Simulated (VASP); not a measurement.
# Si3C2: relaxation of cell and atoms with PBE

The system is Si3C2.

```
Si C
1.0
     2.73520    0.00000    0.00000
     0.00000    2.80833    0.00000
     0.00000    0.00000    6.88651
Si C
3 2
Direct
  0.00000 0.50000 0.28454
  0.00000 0.50000 0.92932
  0.00000 0.00000 0.60482
  0.50000 0.00000 0.87060
  0.50000 0.50000 0.48272
```

The cell was generated, and may not be a known phase.

```yaml
Program: VASP 6.6.1
Task: relaxation of cell and atoms
Functional: PBE
Potentials_or_basis: VASP PAW PBE potentials, release 64 (Si, C)
Cutoff: 600 eV
k_mesh: 14 × 14 × 6
Occupations: gaussian, width 0.1 eV
Spin: no spin polarisation
Dipole_correction: no
Further_INCAR_settings: ALGO = Normal; EDIFF = 1e-07; IBRION = 2; EDIFFG = -0.01; NSW = 100; ISIF = 3
```

| Quantity | Value |
| --- | --- |
| Relaxed volume | 10.64 Å³/atom |
| Relaxed cell | a = 2.739 Å, b = 2.815 Å, c = 6.902 Å, α = 90.00°, β = 90.00°, γ = 90.00° |
| Space group after relaxing (to 0.1 Å) | Pmm2 (No. 25) |
| Energy gained by relaxing | 0.4 meV/atom |
| Ionic steps | 6 |
| Pressure after relaxing | 0.0 GPa |
| Largest force after relaxing | 0.007 eV/Å |
| Band gap on the k mesh | zero (bands 10 and 11 overlap by 4.74 eV) |

Forces in eV/Å, atoms in the order of the input:
```
Si   0.000  0.000 -0.006
Si   0.000  0.000 -0.005
Si   0.000  0.000  0.007
C    0.000  0.000  0.000
C    0.000  0.000  0.005
```

Stress tensor (GPa, compression positive):
```
-0.12  0.00  0.00
 0.00  0.08  0.00
 0.00  0.00  0.04
```

Step by step:
```
step  energy change (eV)  largest force (eV/Å)  pressure (GPa)  volume (Å³)
   1              0.0000                0.1146            1.02        52.90
   2             -0.0013                0.0815           -0.72        53.41
   3             -0.0016                0.0586           -0.18        53.25
   4             -0.0020                0.0160           -0.03        53.23
   5             -0.0020                0.0168           -0.02        53.23
   6             -0.0020                0.0066            0.00        53.21
```

Final structure:
```
CELL_PARAMETERS angstrom
2.73876 0.00000 0.00000
0.00000 2.81523 0.00000
0.00000 0.00000 6.90165
ATOMIC_POSITIONS crystal
Si 0.00000 0.50000 0.28485
Si 0.00000 0.50000 0.93038
Si 0.00000 0.00000 0.60379
C 0.50000 0.00000 0.86981
C 0.50000 0.50000 0.48316
```

Levels at points of the mesh, in eV from the Fermi level:
```csv
k point,band 6,band 7,band 8,band 9,band 10,band 11,band 12,band 13,band 14
"(0.00, 0.00, 0.00)",-2.46,-2.31,-1.52,-1.26,1.70,2.50,4.29,4.97,5.85
"(0.50, 0.00, 0.00)",-6.77,-1.81,-0.36,-0.28,0.41,0.64,0.66,4.78,6.12
"(0.00, 0.50, 0.00)",-5.87,-2.50,-0.99,-0.88,-0.03,0.75,2.60,6.15,6.67
"(0.50, 0.50, 0.00)",-6.45,-4.62,-4.60,-4.05,-3.07,-1.69,-1.34,2.70,4.08
"(0.00, 0.00, 0.50)",-2.27,-1.63,-1.33,-1.11,1.10,2.27,3.40,4.57,6.51
"(0.50, 0.00, 0.50)",-5.11,-3.72,-3.53,-0.25,0.37,2.64,4.22,5.00,6.08
"(0.00, 0.50, 0.50)",-4.67,-4.66,-3.16,-0.88,-0.03,3.44,4.96,5.44,6.07
"(0.50, 0.50, 0.50)",-6.54,-5.26,-4.92,-3.64,-1.41,-1.31,0.23,0.86,1.53
```

It took 6.2 min on 1 thread of AMD EPYC 9R45 96-Core Processor (Zen 5), on a shared host, peak memory 0.3 GiB.
